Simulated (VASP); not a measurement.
A run of VASP 6.6.1 is set up as follows.

Contents of POSCAR:

```
Mo
1.0
    2.5919480104      0.0000000000      0.0000000000
    0.0000000000      2.5919480104      0.0000000000
    0.0000000000      0.0000000000      2.5919480104
Mo
1
Direct
    0.0000000000      0.0000000000      0.0000000000
```

The input INCAR.step1:

```
SYSTEM = Mo
  PREC = Accurate
  ENCUT = 550
  ISMEAR = -1
  SIGMA = 0.1
  LREAL = .FALSE.
  LASPH = .TRUE.
  NELM = 120
  NBANDS = 13
  GGA = PE
  ALGO = Normal
  EDIFF = 1E-5
  LWAVE = .TRUE.
  LCHARG = .FALSE.
  GGA_COMPAT = .FALSE.
```

File INCAR.step2:

```
SYSTEM = Mo
  PREC = Accurate
  ENCUT = 550
  EDIFF = 1E-6
  ISMEAR = -1
  SIGMA = 0.1
  LREAL = .FALSE.
  LASPH = .TRUE.
  NELM = 120
  ALGO = Normal
  ISIF = 2
  LWAVE = .FALSE.
  LCHARG = .FALSE.
  METAGGA = R2SCAN
  LMIXTAU = .TRUE.
  NBANDS = 13
  ISTART = 1
  GGA_COMPAT = .FALSE.
```

KPOINTS

```
Automatic mesh
0
G
  14 14 14
  0 0 0
```

Potentials or basis: VASP PAW PBE potentials, release 64 (Mo_sv).

Launch:

```console
$ cat potpaw_PBE.64/Mo_sv/POTCAR > POTCAR
$ cp INCAR.step1 INCAR
$ mpirun -np 1 vasp_std > vasp.out
$ cp INCAR.step2 INCAR
$ mpirun -np 1 vasp_std > vasp.out
```

Task: Estimate the band gap on the k mesh.

Result: Zero (band 7 reaches 12.54 eV, above the bottom of band 8 at 9.90 eV).

Task: Predict the pressure.

Result: -0.2 GPa.

Caveat: the PAW data sets were made with another functional, which shifts forces and pressure a little.
